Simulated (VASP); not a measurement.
SiB2: single point with PBE

Crystal: SiB2.

```
Si B
1.0
     2.80067    0.00000    0.00000
    -1.40034    2.42545    0.00000
     0.00000    0.00000    4.53087
Si B
1 2
Direct
  0.66667 0.33333 0.00000
  0.00000 0.00000 0.31726
  0.00000 0.00000 0.68274
```

The cell was generated, and may not be a known phase.

```yaml
Program: VASP 6.6.1
Task: single point
Functional: PBE
Potentials_or_basis: VASP PAW PBE potentials, release 64 (Si, B)
Cutoff: 520 eV
k_mesh: 6 × 6 × 4
Occupations: gaussian, width 0.1 eV
Spin: no spin polarisation
Dipole_correction: no
Further_INCAR_settings: ALGO = Normal; EDIFF = 1e-06; NBANDS = 12
```

```
Pressure               : 0.0 GPa
Largest force          : 0.029 eV/Å
Band gap on the k mesh : zero (bands 5 and 6 overlap by 7.15 eV)
```

Forces on the atoms (eV/Å):
```
Si   0.000  0.000  0.000
B    0.000  0.000 -0.029
B    0.000  0.000  0.029
```

Stress tensor (GPa, compression positive):
```
-0.14  0.00  0.00
 0.00 -0.14  0.00
 0.00  0.00  0.15
```

Levels at points of the mesh, in eV from the Fermi level:
```
           k point  band 2  band 3  band 4  band 5  band 6  band 7  band 8  band 9
(0.00, 0.00, 0.00)   -8.15   -7.96    2.90    2.90    7.21    7.21    7.53    8.77
(0.50, 0.00, 0.00)   -8.37   -4.85   -3.58   -2.42   -0.01    0.69    4.74    5.09
(0.00, 0.00, 0.50)  -11.58   -3.11    2.58    3.97    3.97    4.87    4.87    9.25
(0.50, 0.00, 0.50)   -7.43   -7.21   -5.67   -0.40    1.44    1.63    5.10    7.11
```

It took 12 s on 1 thread of Intel(R) Xeon(R) Platinum 8259CL CPU @ 2.50GHz (Skylake/Cascade Lake), on a shared host, peak memory 0.14 GiB.

Caveat: the k points lie up to 0.43 Å⁻¹ apart, too coarse for converged energies and pressures of a metal.
